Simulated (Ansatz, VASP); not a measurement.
## TePb in VASP and in Ansatz

The input POSCAR:

```
TePb
1.0
    7.9717400000      0.0000000000      0.0000000000
    0.0000000000      4.5705800000      0.0000000000
    0.0000000000      0.0000000000      7.9149700000
Te Pb
4 4
Direct
    0.2489100000      0.7500000000      0.0833800000
    0.7489100000      0.7500000000      0.4166200000
    0.2510900000      0.2500000000      0.5833800000
    0.7510900000      0.2500000000      0.9166200000
    0.0015300000      0.7500000000      0.7487500000
    0.5015300000      0.7500000000      0.7512500000
    0.4984700000      0.2500000000      0.2487500000
    0.9984700000      0.2500000000      0.2512500000
```

File INCAR.step1:

```
  PREC = Accurate
  ENCUT = 520
  ISMEAR = 0
  SIGMA = 0.01
  LREAL = False
  LASPH = True
  NELM = 80
  NBANDS = 50
  GGA = PE
  ALGO = Normal
  EDIFF = 1E-4
  LWAVE = True
  LCHARG = False
```

Contents of INCAR.step2:

```
  PREC = Accurate
  ENCUT = 520
  EDIFF = 1E-7
  ISMEAR = 0
  SIGMA = 0.01
  LREAL = False
  LASPH = True
  NELM = 80
  ALGO = Normal
  ISIF = 2
  LWAVE = False
  LCHARG = False
  METAGGA = R2SCAN
  LMIXTAU = True
  NBANDS = 50
  ISTART = 1
```

KPOINTS

```
Automatic mesh
0
Gamma
  4 6 4
```

Input for Ansatz:

```yaml
crystal:
  lattice:
    - [7.97174, 0.0, 0.0]
    - [0.0, 4.57058, 0.0]
    - [0.0, 0.0, 7.91497]
  atoms:
    - { symbol: Te, position: [0.24891, 0.75, 0.08338] }
    - { symbol: Te, position: [0.74891, 0.75, 0.41662] }
    - { symbol: Te, position: [0.25109, 0.25, 0.58338] }
    - { symbol: Te, position: [0.75109, 0.25, 0.91662] }
    - { symbol: Pb, position: [0.00153, 0.75, 0.74875] }
    - { symbol: Pb, position: [0.50153, 0.75, 0.75125] }
    - { symbol: Pb, position: [0.49847, 0.25, 0.24875] }
    - { symbol: Pb, position: [0.99847, 0.25, 0.25125] }
kpoints:
  mp_grid:
    grid: [4, 6, 4]
  band_path:
    path:
      - [0.0, 0.0, 0.0]
      - [0.5, 0.0, 0.0]
      - [0.5, 0.5, 0.0]
      - [0.0, 0.5, 0.0]
      - [0.0, 0.0, 0.0]
    npoints: 10
hamiltonian:
  xc: r2scan
scf:
  n_extra_bands: 8
  occupations:
    method: fixed
output:
  band_densities:
    - { bands: [v1, v1] }
    - { bands: [c1, c1] }
  eigenvalues: true
```

Alike in both runs: task single point; functional r2SCAN; k mesh 4 × 6 × 4; no spin polarisation.

|  | VASP | Ansatz |
| --- | --- | --- |
| version | VASP 6.6.1 | Ansatz 0.2.0 |
| potentials or method | VASP PAW PBE potentials, release 64 (Te, Pb_d) | plane waves, PAW |
| plane-wave cutoff (eV) | 520 | 500 |
| occupations | gaussian, width 0.01 eV | fixed |
| valence electrons in the cell | 80 | 120 |

|  | VASP | Ansatz | Ansatz less VASP |
| --- | --- | --- | --- |
| gap on the k mesh at the Fermi level (eV) | 0.42 | 0.42 | -0.002 |

VASP's potentials were made for PBE, not for r2SCAN. VASP's potentials hold 80 valence electrons a cell and Ansatz's 120, so a difference there can come from the potentials and not from the codes.

Spin-orbit coupling is off throughout.
